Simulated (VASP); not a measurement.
# V (Im-3m) in VASP: settings compared

V is run at these levels: RPBE+D4, PBE, RPBE; tasks: single point, relaxation of cell and atoms.

All numbers are computed with VASP 6.6.1; they aren't measurements. Logs are shortened: lines on timing, memory, paths and dates and some standing lists are left out, and cuts for length are marked.

## 1. The cell of the first run

The structure is cubic, space group Im-3m (No. 229). The conventional cell has a = 2.981 Å, b = 2.981 Å, c = 2.981 Å, α = 90.00°, β = 90.00°, γ = 90.00°. V (site symmetry m-3m) has 14 V at 2.58 to 2.98 Å within 3.4 Å.

## 2. Single point, RPBE+D4, collinear spin, ferromagnetic start

INCAR

```
SYSTEM = V
PREC = Accurate
ENCUT = 520
EDIFF = 1E-7
ISMEAR = -1
SIGMA = 0.05
LREAL = .FALSE.
LASPH = .TRUE.
NELM = 150
ALGO = Normal
ISIF = 2
LWAVE = .FALSE.
LCHARG = .FALSE.
ISPIN = 2
MAGMOM = 2
LORBIT = 11
LMAXMIX = 4
GGA = RP
IVDW = 13
NBANDS = 16
```

KPOINTS

```
Automatic mesh
0
G
  12 12 12
  0 0 0
```

POSCAR

```
V
1.0
   -1.4906732425      1.4906732425      1.4906732425
    1.4906732425     -1.4906732425      1.4906732425
    1.4906732425      1.4906732425     -1.4906732425
V
1
Direct
    0.0000000000      0.0000000000      0.0000000000
```

Potentials or basis: VASP PAW PBE potentials, release 64 (V_sv).

Run with:

```
$ cat potpaw_PBE.64/V_sv/POTCAR > POTCAR
$ mpirun -np 1 vasp_std > vasp.out
```

OUTCAR:

```text
SYSTEM = V
   PREC = Accurate
   ENCUT = 520
   EDIFF = 1E-7
   ISMEAR = -1
   LREAL = .FALSE.
   LASPH = .TRUE.
   NELM = 150
   ISIF = 2
   ISPIN = 2
   LORBIT = 11
   GGA = RP
   IVDW = 13

 ion  position               nearest neighbor table
   1  0.000  0.000  0.000-

  LATTYP: Found a body centered cubic cell.
 ALAT       =     2.9813464850

  Lattice vectors:

 A1 = (  -1.4906732425,   1.4906732425,   1.4906732425)
 A2 = (   1.4906732425,  -1.4906732425,   1.4906732425)
 A3 = (   1.4906732425,   1.4906732425,  -1.4906732425)

Analysis of symmetry for initial positions (statically):
=====================================================================
 Subroutine PRICEL returns:
 Original cell was already a primitive cell.

 Routine SETGRP: Setting up the symmetry group for a
 body centered cubic supercell.

 Subroutine GETGRP returns: Found 48 space group operations
 (whereof 48 operations were pure point group operations)
 out of a pool of 48 trial point group operations.

The static configuration has the point symmetry O_h .

Analysis of symmetry for dynamics (positions and initial velocities):
=====================================================================
 Subroutine PRICEL returns:
 Original cell was already a primitive cell.

 Routine SETGRP: Setting up the symmetry group for a
 body centered cubic supercell.

 Subroutine GETGRP returns: Found 48 space group operations
 (whereof 48 operations were pure point group operations)
 out of a pool of 48 trial point group operations.

The dynamic configuration has the point symmetry O_h .

Analysis of structural, dynamic, and magnetic symmetry:
=====================================================================
 Subroutine PRICEL returns:
 Original cell was already a primitive cell.

 Routine SETGRP: Setting up the symmetry group for a
 body centered cubic supercell.

 Subroutine GETGRP returns: Found 48 space group operations
 (whereof 48 operations were pure point group operations)
 out of a pool of 48 trial point group operations.

The overall configuration has the point symmetry O_h .

 Subroutine INISYM returns: Found 48 space group operations
 (whereof 48 operations are pure point group operations),
 and found     1 'primitive' translations

----------------------------------------------------------------------------------------

                                     Primitive cell

  volume of cell :      13.2497

  direct lattice vectors                    reciprocal lattice vectors
    -1.490673242  1.490673242  1.490673242     0.000000000  0.335418914  0.335418914
     1.490673242 -1.490673242  1.490673242     0.335418914  0.000000000  0.335418914
     1.490673242  1.490673242 -1.490673242     0.335418914  0.335418914  0.000000000

  length of vectors
     2.581921793  2.581921793  2.581921793     0.474353977  0.474353977  0.474353977

  position of ions in fractional coordinates (direct lattice)
     0.000000000  0.000000000  0.000000000

  ion indices of the primitive-cell ions
   primitive index   ion index
                 1           1

----------------------------------------------------------------------------------------

 KPOINTS: Automatic mesh

Automatic generation of k-mesh.
 Grid dimensions read from file:
 generate k-points for:   12   12   12

 Generating k-lattice:

  Cartesian coordinates                     Fractional coordinates (reciprocal lattice)
     0.000000000  0.027951576  0.027951576     0.083333333  0.000000000  0.000000000
     0.027951576  0.000000000  0.027951576     0.000000000  0.083333333  0.000000000
     0.027951576  0.027951576  0.000000000     0.000000000  0.000000000  0.083333333

  Length of vectors
     0.039529498  0.039529498  0.039529498

  Shift w.r.t. Gamma in fractional coordinates (k-lattice)
     0.000000000  0.000000000  0.000000000

 Subroutine IBZKPT returns following result:
 ===========================================

 Found     72 irreducible k-points:

 Following reciprocal coordinates:
            Coordinates               Weight
  0.000000  0.000000  0.000000      1.000000
  0.083333  0.000000  0.000000     12.000000
  0.166667  0.000000  0.000000     12.000000
  0.250000  0.000000  0.000000     12.000000
  0.333333  0.000000  0.000000     12.000000
  0.416667  0.000000  0.000000     12.000000
[... 16 lines left out ...]
  0.333333  0.083333  0.083333     24.000000
  0.416667  0.083333  0.083333     12.000000
 [... further k-points ...]
   k-points           NKPTS =     72   k-points in BZ     NKDIM =     72   number of bands    NBANDS=     16
   number of dos      NEDOS =    301   number of ions     NIONS =      1
   total plane-waves  NPLWV =   8000
   dimension x,y,z NGX =    20 NGY =   20 NGZ =   20
   dimension x,y,z NGXF=    40 NGYF=   40 NGZF=   40
   ions per type =               1
   NGX,Y,Z   is equivalent  to a cutoff of  12.88, 12.88, 12.88 a.u.
   NGXF,Y,Z  is equivalent  to a cutoff of  25.76, 25.76, 25.76 a.u.
 SYSTEM =  V
   PREC   = accura    normal or accurate (medium, high low for compatibility)
   ISTART =      0    job   : 0-new  1-cont  2-samecut
   ICHARG =      2    charge: 1-file 2-atom 10-const
   ISPIN  =      2    spin polarized calculation?
   LNONCOLLINEAR =      F non collinear calculations
   LSORBIT =      F    spin-orbit coupling
   LASPH  =      T    aspherical Exc in radial PAW
   ENCUT  =  520.0 eV  38.22 Ry    6.18 a.u.   4.80  4.80  4.80*2*pi/ulx,y,z
   NELM   =    150;   NELMIN=  2; NELMDL= -5     # of ELM steps
   EDIFF  = 0.1E-06   stopping-criterion for ELM
   LREAL  =      F    real-space projection
   EDIFFG = 0.1E-05   stopping-criterion for IOM
   NSW    =      0    number of steps for IOM
   IBRION =     -1    ionic relax: 0-MD 1-quasi-New 2-CG
   NFREE  =      0    steps in history (QN), initial steepest desc. (CG)
   ISIF   =      2    stress and relaxation
   ISYM   =      2    0-nonsym 1-usesym 2-fastsym
   POTIM  = 0.5000    time-step for ionic-motion
   TEBEG  =    0.0;   TEEND  =   0.0 temperature during run
   PSTRESS=    0.0 pullay stress
   NELECT =      13.0000    total number of electrons
   NUPDOWN=      -1.0000    fix difference up-down
   EMIN   =  10.00;   EMAX   =-10.00  energy-range for DOS
   EFERMI =   0.00;   METHOD = LEGACY
   ISMEAR =    -1;   SIGMA  =   0.05  broadening in eV -4-tet -1-fermi 0-gaus
   EFERMI_NEDOS =   21; number of points for ismear=-14 and -15
   IALGO  =     38    algorithm
   IMIX   =      4    mixing-type and parameters
     AMIX     =   0.40;   BMIX     =  1.00
     AMIX_MAG =   1.60;   BMIX_MAG =  1.00
  volume/ion in A,a.u.               =      13.25        89.41
  Fermi-wavevector in a.u.,A,eV,Ry     =   1.626748  3.074107 36.005201  2.646308
  Thomas-Fermi vector in A             =   2.719656
   LORBIT       =     11    0 simple, 1 ext, 2 COOP (PROOUT), +10 PAW based schemes
   GGA     = RP    functional components
   LHFCALC =     F    Hartree Fock is set to
   AEXX    =    0.0000 exact exchange contribution
   IVDW    =    13    specifies the selected vdW correction
   LEPSILON=     F    determine dielectric tensor
   LRPA    =     F    only Hartree local field effects (RPA)
 spin polarized calculation
  energy-cutoff  :      520.00
  volume of cell :       13.25
 maximum number of plane-waves:       370
   NGX =  9   NGY =  9   NGZ =  9

 number of electron      12.9999992 magnetization       0.0001006

 Free energy of the ion-electron system (eV)
  ---------------------------------------------------
  ext. energy  EPLUGINS =         0.00000000
  ---------------------------------------------------
  free energy    TOTEN  =        -8.49776098 eV

  energy without entropy =       -8.48001901  energy(sigma->0) =       -8.48888999

 E-fermi :  10.0173     XC(G=0): -12.8754

 val. band max:       10.0118968364   @ k =   0.1667   0.0000   0.0000
 cond. band min:      10.0571728256   @ k =  -0.3333   0.3333   0.1667
 fundamental gap:      0.0452759893
 Fermi energy:        10.0172673673

 spin component 1

 k-point     1 :       0.0000    0.0000    0.0000
  band No.  band energies     occupation
      1     -53.8097      1.00000
      2     -27.0148      1.00000
      3     -27.0148      1.00000
      4     -27.0148      1.00000
      5       3.3932      1.00000
      6      10.4501      0.00017
[... 8 lines left out ...]
     15      37.7872      0.00000
     16      42.2356      0.00000

 k-point     2 :       0.0833    0.0000    0.0000
  band No.  band energies     occupation
      1     -53.7959      1.00000
      2     -27.0807      1.00000
      3     -27.0349      1.00000
      4     -27.0153      1.00000
      5       3.6761      1.00000
      6      10.3291      0.00195
[... 8 lines left out ...]
     15      38.2772      0.00000
     16      39.9332      0.00000

 k-point     3 :       0.1667    0.0000    0.0000
  band No.  band energies     occupation
      1     -53.7581      1.00000
      2     -27.2583      1.00000
      3     -27.0892      1.00000
      4     -27.0166      1.00000
      5       4.4681      1.00000
      6      10.0118      0.52719
[... 8 lines left out ...]
     15      37.1981      0.00000
     16      37.7707      0.00000

 k-point     4 :       0.2500    0.0000    0.0000
  band No.  band energies     occupation
      1     -53.7061      1.00000
      2     -27.4960      1.00000
      3     -27.1628      1.00000
      4     -27.0185      1.00000
      5       5.5609      1.00000
      6       9.6063      0.99973
[... 8 lines left out ...]
     15      36.9020      0.00000
     16      37.5734      0.00000
[... 324 lines left out ...]
 k-point    22 :       0.2500    0.0833    0.0833
  band No.  band energies     occupation
      1     -53.6436      1.00000
      2     -27.7338      1.00000
      3     -27.2434      1.00000
      4     -27.0759      1.00000
      5       6.9764      1.00000
      6       9.0842      1.00000
[... 8 lines left out ...]
     15      39.6629      0.00000
     16      40.5847      0.00000

 k-point    23 :       0.3333    0.0833    0.0833
  band No.  band energies     occupation
      1     -53.6093      1.00000
      2     -27.8501      1.00000
      3     -27.3219      1.00000
      4     -27.0810      1.00000
      5       7.2601      1.00000
      6       8.8601      1.00000
[... 8 lines left out ...]
     15      39.5055      0.00000
     16      40.6021      0.00000

 k-point    24 :       0.4167    0.0833    0.0833
  band No.  band energies     occupation
      1     -53.5967      1.00000
      2     -27.8913      1.00000
      3     -27.3515      1.00000
      4     -27.0829      1.00000
      5       7.2590      1.00000
      6       8.7828      1.00000
[... 8 lines left out ...]
     15      39.7912      0.00000
     16      39.9285      0.00000

 [... further k-points ...]

 spin component 2

 k-point     1 :       0.0000    0.0000    0.0000
  band No.  band energies     occupation
      1     -53.8096      1.00000
      2     -27.0148      1.00000
      3     -27.0148      1.00000
      4     -27.0148      1.00000
      5       3.3932      1.00000
      6      10.4502      0.00017
[... 8 lines left out ...]
     15      37.7872      0.00000
     16      42.2358      0.00000

 k-point     2 :       0.0833    0.0000    0.0000
  band No.  band energies     occupation
      1     -53.7958      1.00000
      2     -27.0806      1.00000
      3     -27.0348      1.00000
      4     -27.0152      1.00000
      5       3.6761      1.00000
      6      10.3292      0.00195
[... 8 lines left out ...]
     15      38.2773      0.00000
     16      39.9333      0.00000

 k-point     3 :       0.1667    0.0000    0.0000
  band No.  band energies     occupation
      1     -53.7580      1.00000
      2     -27.2582      1.00000
      3     -27.0892      1.00000
      4     -27.0166      1.00000
      5       4.4682      1.00000
      6      10.0119      0.52683
[... 8 lines left out ...]
     15      37.1983      0.00000
     16      37.7708      0.00000

 k-point     4 :       0.2500    0.0000    0.0000
  band No.  band energies     occupation
      1     -53.7060      1.00000
      2     -27.4959      1.00000
      3     -27.1628      1.00000
      4     -27.0185      1.00000
      5       5.5610      1.00000
      6       9.6064      0.99973
[... 8 lines left out ...]
     15      36.9021      0.00000
     16      37.5735      0.00000
[... 324 lines left out ...]
 k-point    22 :       0.2500    0.0833    0.0833
  band No.  band energies     occupation
      1     -53.6435      1.00000
      2     -27.7337      1.00000
      3     -27.2433      1.00000
      4     -27.0758      1.00000
      5       6.9765      1.00000
      6       9.0843      1.00000
[... 8 lines left out ...]
     15      39.6630      0.00000
     16      40.5847      0.00000

 k-point    23 :       0.3333    0.0833    0.0833
  band No.  band energies     occupation
      1     -53.6092      1.00000
      2     -27.8500      1.00000
      3     -27.3218      1.00000
      4     -27.0809      1.00000
      5       7.2601      1.00000
      6       8.8601      1.00000
[... 8 lines left out ...]
     15      39.5056      0.00000
     16      40.6022      0.00000

 k-point    24 :       0.4167    0.0833    0.0833
  band No.  band energies     occupation
      1     -53.5966      1.00000
      2     -27.8912      1.00000
      3     -27.3515      1.00000
      4     -27.0828      1.00000
      5       7.2591      1.00000
      6       8.7829      1.00000
[... 8 lines left out ...]
     15      39.7912      0.00000
     16      39.9286      0.00000

 [... further k-points ...]

------------------------ aborting loop because EDIFF is reached ----------------------------------------

  DFT-D4 for vdW energy calculation

  Edisp (eV):   -0.61142

  FORCE on cell =-STRESS in cart. coord.  units (eV):
  Direction    XX          YY          ZZ          XY          YZ          ZX
  --------------------------------------------------------------------------------------
  -------------------------------------------------------------------------------------
  Total       0.03088     0.03088     0.03088    -0.00000    -0.00000     0.00000
  in kB       3.73380     3.73380     3.73380    -0.00000    -0.00000     0.00000
  external pressure =        3.73 kB  Pullay stress =        0.00 kB

 VOLUME and BASIS-vectors are now :
 -----------------------------------------------------------------------------
  energy-cutoff  :      520.00
  volume of cell :       13.25
      direct lattice vectors                 reciprocal lattice vectors
    -1.490673242  1.490673242  1.490673242     0.000000000  0.335418914  0.335418914
     1.490673242 -1.490673242  1.490673242     0.335418914  0.000000000  0.335418914
     1.490673242  1.490673242 -1.490673242     0.335418914  0.335418914  0.000000000

 POSITION                                       TOTAL-FORCE (eV/Angst)
 -----------------------------------------------------------------------------------
      0.00000      0.00000      0.00000        -0.000000      0.000000     -0.000000
 -----------------------------------------------------------------------------------
    total drift:                                0.000000     -0.000000      0.000000

  FREE ENERGIE OF THE ION-ELECTRON SYSTEM (eV)
  ---------------------------------------------------
  free  energy   TOTEN  =        -9.1091793177 eV

  energy  without entropy=       -9.0914373466  energy(sigma->0) =       -9.10030833

 total charge

# of ion       s       p       d       tot
------------------------------------------
    1        2.345   6.228   3.100  11.672

 magnetization (x)

# of ion       s       p       d       tot
------------------------------------------
    1        0.000   0.000   0.000   0.000
```

Wall time 56 s (1 thread of AMD EPYC 7R13, shared host); peak memory 0.15 GiB.

What came out:

* Free energy: -9.1092 eV
* Pressure: 0.4 GPa
* Net moment: 0.00 μB per cell
* Valence electrons inside the program's atomic spheres: V 11.67
* Dispersion energy per atom: -0.611 eV

Levels at points of the mesh, in eV from the Fermi level:
Spin up:
```
           k point  band 4  band 5  band 6  band 7  band 8  band 9
(0.00, 0.00, 0.00)  -37.03   -6.62    0.43    0.43    0.43    2.49
(0.50, 0.00, 0.00)  -37.04   -3.22   -1.14    1.68    2.49    2.86
(0.50, 0.50, 0.50)  -37.67   -3.06   -3.06    3.81    3.81    3.81
```
Spin down:
| k point | band 4 | band 5 | band 6 | band 7 | band 8 | band 9 |
| --- | --- | --- | --- | --- | --- | --- |
| (0.00, 0.00, 0.00) | -37.03 | -6.62 | 0.43 | 0.43 | 0.43 | 2.49 |
| (0.50, 0.00, 0.00) | -37.04 | -3.22 | -1.14 | 1.68 | 2.49 | 2.86 |
| (0.50, 0.50, 0.50) | -37.67 | -3.06 | -3.06 | 3.81 | 3.81 | 3.81 |

Caveat: the moments typed at the start vanished in this run; the PAW data sets were made with another functional, which shifts forces and pressure a little.

## 3. Single point, PBE, collinear spin, ferromagnetic start

This run uses another cell than the first one, of 13.89 Å³/atom.

INCAR

```
PREC     = Accurate       # precision mode
ENCUT    = 520            # plane-wave cutoff, eV
EDIFF    = 1E-7           # SCF threshold, eV
ISMEAR   = 0              # smearing method
SIGMA    = 0.027000000000000003 # smearing width, eV
LREAL    = False          # projectors in reciprocal space
LASPH    = True           # aspherical terms in the spheres
NELM     = 150            # most SCF steps
ALGO     = Normal         # electronic algorithm
ISIF     = 2              # what is computed and relaxed
LWAVE    = False          # write WAVECAR
LCHARG   = False          # write CHGCAR
ISPIN    = 2              # spin polarisation
MAGMOM   = 2              # initial moments
LORBIT   = 11             # projections on sites
LMAXMIX  = 4              # l up to which the mixer works
GGA      = PE             # functional
NBANDS   = 16             # bands
```

KPOINTS

```
regular mesh
0
Gamma
  12 12 12
```

POSCAR

```
V
1.0
   -1.5143500000      1.5143500000      1.5143500000
    1.5143500000     -1.5143500000      1.5143500000
    1.5143500000      1.5143500000     -1.5143500000
V
1
Direct
    0.0000000000      0.0000000000      0.0000000000
```

Potentials or basis: VASP PAW PBE potentials, release 64 (V_sv).

Run with:

```
$ cat potpaw_PBE.64/V_sv/POTCAR > POTCAR
$ mpirun -np 1 vasp_std > vasp.out
```

Run time: 54 s. Hardware: 1 thread of AMD EPYC 7R13, shared host; peak memory 0.15 GiB.

The run converged. Its results:

```yaml
Free_energy: -8.9784 eV
Pressure: -5.1 GPa
Net_moment: 0.13 μB per cell
Site_moments: V +0.11 μB
Valence_electrons_inside_the_program's_atomic_spheres: V 11.60
```

Levels at points of the mesh, in eV from the Fermi level:
Spin up:
```
           k point  band 4  band 5  band 6  band 7  band 8  band 9
(0.00, 0.00, 0.00)  -37.13   -6.52    0.37    0.37    0.37    2.33
(0.50, 0.00, 0.00)  -37.14   -3.08   -1.10    1.54    2.32    2.67
(0.50, 0.50, 0.50)  -37.69   -2.85   -2.85    3.54    3.54    3.54
```
Spin down:
| k point | band 3 | band 4 | band 5 | band 6 | band 7 | band 8 | band 9 | band 10 |
| --- | --- | --- | --- | --- | --- | --- | --- | --- |
| (0.00, 0.00, 0.00) | -37.03 | -37.03 | -6.45 | 0.49 | 0.49 | 0.49 | 2.40 | 2.40 |
| (0.50, 0.00, 0.00) | -37.29 | -37.04 | -3.00 | -0.98 | 1.60 | 2.40 | 2.74 | 4.04 |
| (0.50, 0.50, 0.50) | -37.59 | -37.59 | -2.80 | -2.80 | 3.66 | 3.66 | 3.66 | 10.00 |

Caveat: the cell stands under tension; a moment this small can come from the mesh or the smearing.

(Continued in part 2 of 2.)
